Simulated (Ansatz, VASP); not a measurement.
## MgO: VASP beside Ansatz

File INCAR:

```
SYSTEM = MgO
PREC = Accurate
ENCUT = 520
EDIFF = 1E-7
ISMEAR = 0
SIGMA = 0.05
LREAL = .False.
LASPH = .True.
NELM = 100
ALGO = Normal
ISIF = 2
LWAVE = .False.
LCHARG = .False.
GGA = PE
NBANDS = 16
```

Contents of KPOINTS:

```
Automatic mesh
0
Gamma
  9 9 6
  0 0 0
```

File POSCAR:

```
MgO
1.0
    3.3805000000      0.0000000000      0.0000000000
   -1.6902500000      2.9275988775      0.0000000000
    0.0000000000      0.0000000000      4.3666000000
Mg O
2 2
Direct
    0.6666666667      0.3333333333      0.7500000000
    0.3333333333      0.6666666667      0.2500000000
    0.6666666667      0.3333333333      0.2500000000
    0.3333333333      0.6666666667      0.7500000000
```

Input for Ansatz:

```yaml
crystal:
  lattice:
    - [3.3805, 0.0, 0.0]
    - [-1.69025, 2.9275988775, 0.0]
    - [0.0, 0.0, 4.3666]
  atoms:
    - { symbol: Mg, position: [0.6666666667, 0.3333333333, 0.75] }
    - { symbol: Mg, position: [0.3333333333, 0.6666666667, 0.25] }
    - { symbol: O, position: [0.6666666667, 0.3333333333, 0.25] }
    - { symbol: O, position: [0.3333333333, 0.6666666667, 0.75] }
basis:
  ecutwfc: 520.0
kpoints:
  mp_grid: { grid: [9, 9, 6] }
hamiltonian:
  xc: pbe
  pseudopotentials: { kind: paw, azcp: { folder: soft_1 } }
scf:
  occupations: { method: gaussian, width: 0.05 }
output:
  forces: true
  stress: true
  eigenvalues: true
```

Alike in both runs: task single point; functional PBE; k mesh 9 × 9 × 6; occupations gaussian, width 0.05 eV; no spin polarisation.

|  | VASP | Ansatz |
| --- | --- | --- |
| version | VASP 6.6.1 | Ansatz 0.2.0 |
| potentials or method | VASP PAW PBE potentials, release 64 (Mg, O), cutoff 520 eV | scalar-relativistic, plane waves, PAW |
| valence electrons in the cell | 16 | 32 |

|  | VASP | Ansatz | Ansatz less VASP |
| --- | --- | --- | --- |
| gap on the k mesh at the Fermi level (eV) | 3.45 | 3.47 | +0.021 |
| least direct gap on the mesh (eV) | 3.45 | 3.47 | +0.021 |
| pressure (GPa) | 7.7 | 8.2 | +0.50 |
| traceless stress, the component that is largest in VASP (GPa) | -8.58 | -8.38 | +0.199 |

VASP's potentials hold 16 valence electrons a cell and Ansatz's 32, so a difference there can come from the potentials and not from the codes.
